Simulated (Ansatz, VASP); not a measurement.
**One calculation of Ti2GaS3, two programs**

```
CELL_PARAMETERS angstrom
3.35952 0.00400 0.00364
-1.67630 2.88729 0.01569
0.02372 0.13166 22.24256
ATOMIC_POSITIONS crystal
Ti 0.02135 0.01098 0.16475
Ti 0.02884 0.01800 0.67235
Ti 0.99699 0.96899 0.32719
Ti 0.93096 0.01664 0.81641
Ga 0.03747 0.02704 0.99772
Ga 0.05668 0.03533 0.50407
S 0.35005 0.64171 0.11230
S 0.31428 0.66679 0.60836
S 0.32184 0.64111 0.25182
S 0.30750 0.64621 0.75522
S 0.33191 0.66225 0.40082
S 0.30213 0.66495 0.88900
```

Change from the starting cell: cell x2, atoms moved at random (sigma 0.1 Å) and cell strained at random (1.5 %), then relaxed without symmetry.

Alike in both runs: task relaxation of cell and atoms; functional PBE; k mesh 6 × 6 × 1; occupations gaussian, width 0.2 eV; no spin polarisation.

|  | VASP | Ansatz |
| --- | --- | --- |
| version | VASP 6.6.1 | Ansatz 0.2.0 |
| potentials or method | VASP PAW PBE potentials, release 64 (Ti_sv, Ga_d, S), cutoff 600 eV | scalar-relativistic, plane waves, PAW |
| valence electrons in the cell | 110 | 110 |

```tsv
	VASP	Ansatz	Ansatz less VASP
gap on the k mesh at the Fermi level, each at its own relaxed structure (eV)	none	none	-
relaxed volume (Å³/atom)	17.32	17.35	+0.031
relaxed length of the cell vector where the two differ most in proportion (Å)	3.325	3.330	+0.0049
```

A gap of «none» marks a metal or a gap that the smearing closes.

The k mesh is coarse, so the values compare programs but aren't converged.
